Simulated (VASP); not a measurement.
# Ta16N (a cell with a defect) in VASP: single point with PBE

Aim: the single point of Ta16N (a cell with a defect) with PBE.

Program: VASP 6.6.1. These are calculated values, not measurements. Logs are shortened: lines on timing, memory, paths and dates and some standing lists are left out, and cuts for length are marked.

**1. The cell of the first run**

The cell holds a defect, 17 atoms: a = 6.638 Å, b = 6.638 Å, c = 6.638 Å, α = 90.00°, β = 90.00°, γ = 90.00°.

**2. Single point, PBE**

INCAR reads:

```
SYSTEM = Ta16N
PREC = Accurate
ENCUT = 520
EDIFF = 1E-7
ISMEAR = 0
SIGMA = 0.1
LREAL = Auto
LASPH = .True.
NELM = 100
ALGO = Normal
ISIF = 2
LWAVE = .False.
LCHARG = .False.
GGA = PE
NBANDS = 104
```

KPOINTS reads:

```
Automatic mesh
0
Gamma
  4 4 4
  0.5 0.5 0.5
```

POSCAR reads:

```
Ta16N
1.0
    6.6381247865      0.0000000000      0.0000000000
    0.0000000000      6.6381247865      0.0000000000
    0.0000000000      0.0000000000      6.6381247865
Ta N
16 1
Direct
    0.0000000000      0.0000000000      0.0000000000
    0.5000000000      0.0000000000      0.0000000000
    0.0000000000      0.5000000000      0.0000000000
    0.0000000000      0.0000000000      0.5000000000
    0.2500000000      0.2500000000      0.2500000000
    0.5000000000      0.5000000000      0.0000000000
    0.5000000000      0.0000000000      0.5000000000
    0.7500000000      0.2500000000      0.2500000000
    0.0000000000      0.5000000000      0.5000000000
    0.2500000000      0.7500000000      0.2500000000
    0.2500000000      0.2500000000      0.7500000000
    0.5000000000      0.5000000000      0.5000000000
    0.7500000000      0.7500000000      0.2500000000
    0.7500000000      0.2500000000      0.7500000000
    0.2500000000      0.7500000000      0.7500000000
    0.7500000000      0.7500000000      0.7500000000
    0.2313846591      0.1236869758      0.0039897621
```

Potentials or basis: VASP PAW PBE potentials, release 64 (Ta_pv, N).

Started as:

```
$ cat potpaw_PBE.64/Ta_pv/POTCAR potpaw_PBE.64/N/POTCAR > POTCAR
$ mpirun -np 1 vasp_std > vasp.out
```

OUTCAR:

```text
SYSTEM = Ta16N
   PREC = Accurate
   ENCUT = 520
   EDIFF = 1E-7
   ISMEAR = 0
   LREAL = Auto
   LASPH = .True.
   NELM = 100
   ISIF = 2
   GGA = PE

 ion  position               nearest neighbor table
   1  0.000  0.000  0.000-  17 1.74   8 2.87  10 2.87  11 2.87  13 2.87  14 2.87  15 2.87  16 2.87
                             5 2.87   2 3.32   3 3.32   4 3.32   4 3.32   3 3.32   2 3.32
   2  0.500  0.000  0.000-  17 1.96   8 2.87  10 2.87  11 2.87  13 2.87  14 2.87  15 2.87  16 2.87
                             5 2.87   7 3.32   1 3.32   6 3.32   7 3.32   6 3.32   1 3.32
   3  0.000  0.500  0.000-   5 2.87   8 2.87  10 2.87  11 2.87  13 2.87  14 2.87  15 2.87  16 2.87
                             6 3.32   1 3.32   9 3.32   9 3.32   1 3.32   6 3.32
   4  0.000  0.000  0.500-   5 2.87   8 2.87  10 2.87  11 2.87  13 2.87  14 2.87  15 2.87  16 2.87
                             7 3.32   1 3.32   9 3.32   1 3.32   9 3.32   7 3.32
   5  0.250  0.250  0.250-  17 1.84   2 2.87   3 2.87   4 2.87   6 2.87   7 2.87   9 2.87  12 2.87
                             1 2.87  11 3.32   8 3.32  10 3.32  11 3.32  10 3.32   8 3.32
   6  0.500  0.500  0.000-   5 2.87   8 2.87  10 2.87  11 2.87  13 2.87  14 2.87  15 2.87  16 2.87
                             3 3.32  12 3.32   2 3.32  12 3.32   2 3.32   3 3.32
   7  0.500  0.000  0.500-   5 2.87   8 2.87  10 2.87  11 2.87  13 2.87  14 2.87  15 2.87  16 2.87
                             4 3.32  12 3.32   2 3.32   2 3.32  12 3.32   4 3.32
   8  0.750  0.250  0.250-   1 2.87   2 2.87   3 2.87   4 2.87   6 2.87   7 2.87   9 2.87  12 2.87
                             5 3.32  13 3.32  14 3.32  14 3.32  13 3.32   5 3.32
   9  0.000  0.500  0.500-   5 2.87   8 2.87  10 2.87  11 2.87  13 2.87  14 2.87  15 2.87  16 2.87
                             4 3.32  12 3.32   3 3.32   3 3.32   4 3.32  12 3.32
  10  0.250  0.750  0.250-   1 2.87   2 2.87   3 2.87   4 2.87   6 2.87   7 2.87   9 2.87  12 2.87
                             5 3.32  13 3.32  15 3.32  15 3.32   5 3.32  13 3.32
  11  0.250  0.250  0.750-  17 1.89   2 2.87   3 2.87   4 2.87   6 2.87   7 2.87   9 2.87  12 2.87
                             1 2.87  14 3.32  15 3.32   5 3.32   5 3.32  15 3.32  14 3.32
  12  0.500  0.500  0.500-   5 2.87   8 2.87  10 2.87  11 2.87  13 2.87  14 2.87  15 2.87  16 2.87
                             7 3.32   6 3.32   9 3.32   6 3.32   7 3.32   9 3.32
  13  0.750  0.750  0.250-   1 2.87   2 2.87   3 2.87   4 2.87   6 2.87   7 2.87   9 2.87  12 2.87
                            10 3.32   8 3.32  16 3.32  16 3.32   8 3.32  10 3.32
  14  0.750  0.250  0.750-   1 2.87   2 2.87   3 2.87   4 2.87   6 2.87   7 2.87   9 2.87  12 2.87
                            11 3.32   8 3.32  16 3.32   8 3.32  16 3.32  11 3.32
  15  0.250  0.750  0.750-   1 2.87   2 2.87   3 2.87   4 2.87   6 2.87   7 2.87   9 2.87  12 2.87
                            11 3.32  10 3.32  16 3.32  10 3.32  11 3.32  16 3.32
  16  0.750  0.750  0.750-   1 2.87   2 2.87   3 2.87   4 2.87   6 2.87   7 2.87   9 2.87  12 2.87
                            13 3.32  14 3.32  15 3.32  13 3.32  14 3.32  15 3.32
  17  0.231  0.124  0.004-   1 1.74   5 1.84  11 1.89   2 1.96

  LATTYP: Found a simple cubic cell.
 ALAT       =     6.6381247865

  Lattice vectors:

 A1 = (   6.6381247865,   0.0000000000,   0.0000000000)
 A2 = (   0.0000000000,   6.6381247865,   0.0000000000)
 A3 = (   0.0000000000,   0.0000000000,   6.6381247865)

Analysis of symmetry for initial positions (statically):
=====================================================================
 Subroutine PRICEL returns:
 Original cell was already a primitive cell.

 Routine SETGRP: Setting up the symmetry group for a
 simple cubic supercell.

 Subroutine GETGRP returns: Found  1 space group operations
 (whereof  1 operations were pure point group operations)
 out of a pool of 48 trial point group operations.

The static configuration has the point symmetry C_1 .

Analysis of symmetry for dynamics (positions and initial velocities):
=====================================================================
 Subroutine PRICEL returns:
 Original cell was already a primitive cell.

 Routine SETGRP: Setting up the symmetry group for a
 simple cubic supercell.

 Subroutine GETGRP returns: Found  1 space group operations
 (whereof  1 operations were pure point group operations)
 out of a pool of 48 trial point group operations.

The dynamic configuration has the point symmetry C_1 .

 Subroutine INISYM returns: Found  1 space group operations
 (whereof  1 operations are pure point group operations),
 and found     1 'primitive' translations

----------------------------------------------------------------------------------------

                                     Primitive cell

[... 62 lines left out ...]
     0.000000000  0.000000000  0.037661238     0.000000000  0.000000000  0.250000000

  Length of vectors
     0.037661238  0.037661238  0.037661238

  Shift w.r.t. Gamma in fractional coordinates (k-lattice)
     0.500000000  0.500000000  0.500000000

 Subroutine IBZKPT returns following result:
 ===========================================

 Found     32 irreducible k-points:

 Following reciprocal coordinates:
            Coordinates               Weight
  0.125000  0.125000  0.125000      2.000000
 -0.125000  0.125000  0.125000      2.000000
 -0.125000 -0.125000  0.125000      2.000000
  0.125000 -0.125000  0.125000      2.000000
  0.375000  0.125000  0.125000      2.000000
  0.125000  0.375000  0.125000      2.000000
[... 16 lines left out ...]
 -0.375000 -0.375000  0.125000      2.000000
 -0.125000 -0.375000  0.375000      2.000000
 [... further k-points ...]
   k-points           NKPTS =     32   k-points in BZ     NKDIM =     32   number of bands    NBANDS=    104
   number of dos      NEDOS =    301   number of ions     NIONS =     17
   total plane-waves  NPLWV = 125000
   dimension x,y,z NGX =    50 NGY =   50 NGZ =   50
   dimension x,y,z NGXF=   100 NGYF=  100 NGZF=  100
   ions per type =              16   1
   NGX,Y,Z   is equivalent  to a cutoff of  12.52, 12.52, 12.52 a.u.
   NGXF,Y,Z  is equivalent  to a cutoff of  25.04, 25.04, 25.04 a.u.
 SYSTEM =  Ta16N
   PREC   = accura    normal or accurate (medium, high low for compatibility)
   ISTART =      0    job   : 0-new  1-cont  2-samecut
   ICHARG =      2    charge: 1-file 2-atom 10-const
   ISPIN  =      1    spin polarized calculation?
   LNONCOLLINEAR =      F non collinear calculations
   LSORBIT =      F    spin-orbit coupling
   LASPH  =      T    aspherical Exc in radial PAW
   ENCUT  =  520.0 eV  38.22 Ry    6.18 a.u.  12.34 12.34 12.34*2*pi/ulx,y,z
   NELM   =    100;   NELMIN=  2; NELMDL= -5     # of ELM steps
   EDIFF  = 0.1E-06   stopping-criterion for ELM
   LREAL  =      T    real-space projection
   EDIFFG = 0.1E-05   stopping-criterion for IOM
   NSW    =      0    number of steps for IOM
   IBRION =     -1    ionic relax: 0-MD 1-quasi-New 2-CG
   NFREE  =      0    steps in history (QN), initial steepest desc. (CG)
   ISIF   =      2    stress and relaxation
   ISYM   =      2    0-nonsym 1-usesym 2-fastsym
   POTIM  = 0.5000    time-step for ionic-motion
   TEBEG  =    0.0;   TEEND  =   0.0 temperature during run
   PSTRESS=    0.0 pullay stress
   NELECT =     181.0000    total number of electrons
   NUPDOWN=      -1.0000    fix difference up-down
   EMIN   =  10.00;   EMAX   =-10.00  energy-range for DOS
   EFERMI =   0.00;   METHOD = LEGACY
   ISMEAR =     0;   SIGMA  =   0.10  broadening in eV -4-tet -1-fermi 0-gaus
   EFERMI_NEDOS =   21; number of points for ismear=-14 and -15
   IALGO  =     38    algorithm
   IMIX   =      4    mixing-type and parameters
     AMIX     =   0.40;   BMIX     =  1.00
     AMIX_MAG =   1.60;   BMIX_MAG =  1.00
  volume/ion in A,a.u.               =      17.21       116.11
  Fermi-wavevector in a.u.,A,eV,Ry     =   1.395047  2.636257 26.479074  1.946157
  Thomas-Fermi vector in A             =   2.518537
   LORBIT       =      0    0 simple, 1 ext, 2 COOP (PROOUT), +10 PAW based schemes
   GGA     = PE    functional components
   LHFCALC =     F    Hartree Fock is set to
   AEXX    =    0.0000 exact exchange contribution
   IVDW    =     0    specifies the selected vdW correction
   LEPSILON=     F    determine dielectric tensor
   LRPA    =     F    only Hartree local field effects (RPA)
 non-spin polarized calculation
 Gauss-broadening in eV      SIGMA  =   0.10
  energy-cutoff  :      520.00
  volume of cell :      292.51
 maximum number of plane-waves:      7914
 NGX is ok and might be reduce to    50
   NGX = 25   NGY = 25   NGZ = 25

 number of electron     180.9999942 magnetization

 Free energy of the ion-electron system (eV)
  ---------------------------------------------------
  ext. energy  EPLUGINS =         0.00000000
  ---------------------------------------------------
  free energy    TOTEN  =      -196.26884150 eV

  energy without entropy =     -196.19454120  energy(sigma->0) =     -196.23169135

 E-fermi :   5.7009     XC(G=0): -12.6429

 val. band max:        5.6973412475   @ k =   0.1250  -0.1250   0.3750
 cond. band min:       5.7012588772   @ k =  -0.1250   0.1250   0.3750
 fundamental gap:      0.0039176298
 Fermi energy:         5.7009217595

 k-point     1 :       0.1250    0.1250    0.1250
  band No.  band energies     occupation
      1     -29.2681      2.00000
      2     -28.6869      2.00000
      3     -28.6654      2.00000
      4     -28.6506      2.00000
      5     -28.5859      2.00000
      6     -28.5653      2.00000
[... 2509 lines left out ...]
    101       7.8653      0.00000
    102       8.0408      0.00000

 [... further k-points ...]

 [bands above 102 left out]

------------------------ aborting loop because EDIFF is reached ----------------------------------------

  FORCE on cell =-STRESS in cart. coord.  units (eV):
  Direction    XX          YY          ZZ          XY          YZ          ZX
  --------------------------------------------------------------------------------------
  -------------------------------------------------------------------------------------
  Total       23.5525817     17.3662426     20.9007047      5.4414406      1.1181656      0.2704928
  in kB      129.0068778     95.1218327    114.4814903     29.8049389      6.1246389      1.4815966
  external PRESSURE =     112.8700669 kB  Pullay stress =       0.0000000 kB

 VOLUME and BASIS-vectors are now :
 -----------------------------------------------------------------------------
  energy-cutoff  :      520.00
  volume of cell :      292.51
      direct lattice vectors                 reciprocal lattice vectors
     6.638124786  0.000000000  0.000000000     0.150644954  0.000000000  0.000000000
     0.000000000  6.638124786  0.000000000     0.000000000  0.150644954  0.000000000
     0.000000000  0.000000000  6.638124786     0.000000000  0.000000000  0.150644954

 POSITION                                       TOTAL-FORCE (eV/Angst)
 -----------------------------------------------------------------------------------
      0.00000      0.00000      0.00000        -8.600347     -4.777423     -0.187035
      3.31906      0.00000      0.00000         3.102773     -1.637025     -0.066803
      0.00000      3.31906      0.00000        -0.894078      0.675369     -0.022334
      0.00000      0.00000      3.31906        -0.033321     -0.128599      0.032507
      1.65953      1.65953      1.65953         0.554951      3.011370      5.448078
      3.31906      3.31906      0.00000         0.967960      0.876225     -0.018692
[... 9 lines left out ...]
      4.97859      4.97859      4.97859        -0.113895     -0.507834     -0.422753
      1.53596      0.82105      0.02648         4.728140      1.074538     -0.852153
 -----------------------------------------------------------------------------------
    total drift:                                0.000195     -0.000222      0.000045

  FREE ENERGIE OF THE ION-ELECTRON SYSTEM (eV)
  ---------------------------------------------------
  free  energy   TOTEN  =      -196.2688415020 eV

  energy  without entropy=     -196.1945411981  energy(sigma->0) =     -196.23169135
```

It took 27 min on 1 thread of AMD EPYC 9R45 (Zen 5), shared host; peak memory 0.7 GiB.

What came out:

```
Free energy   : -196.2688 eV
Pressure      : 11.3 GPa
Largest force : 9.840 eV/Å
```

Forces on the atoms (eV/Å):
```
Ta  -8.600 -4.777 -0.187
Ta   3.103 -1.637 -0.067
Ta  -0.894  0.675 -0.022
Ta  -0.033 -0.129  0.033
Ta   0.555  3.011  5.448
Ta   0.968  0.876 -0.019
Ta   0.003 -0.238  0.028
Ta  -0.147  0.195  0.057
Ta  -0.325  0.357  0.028
Ta   0.096 -0.781  0.966
Ta   0.448  2.404 -4.389
Ta   0.382  0.548  0.023
Ta  -0.119 -0.467  0.412
Ta  -0.142  0.221 -0.052
Ta   0.092 -0.827 -0.984
Ta  -0.114 -0.508 -0.423
N    4.728  1.075 -0.852
```

Stress tensor (GPa, compression positive):
```
12.90  2.98  0.15
 2.98  9.51  0.61
 0.15  0.61 11.45
```

Levels at points of the mesh, in eV from the Fermi level:
```tsv
k point	band 87	band 88	band 89	band 90	band 91	band 92	band 93	band 94	band 95	band 96
(0.12, 0.12, 0.12)	0.46	0.51	0.65	0.69	0.86	0.88	0.89	0.92	0.95	0.96
```

Caveat: spin-orbit coupling is left out, which moves the levels of the heavy elements.
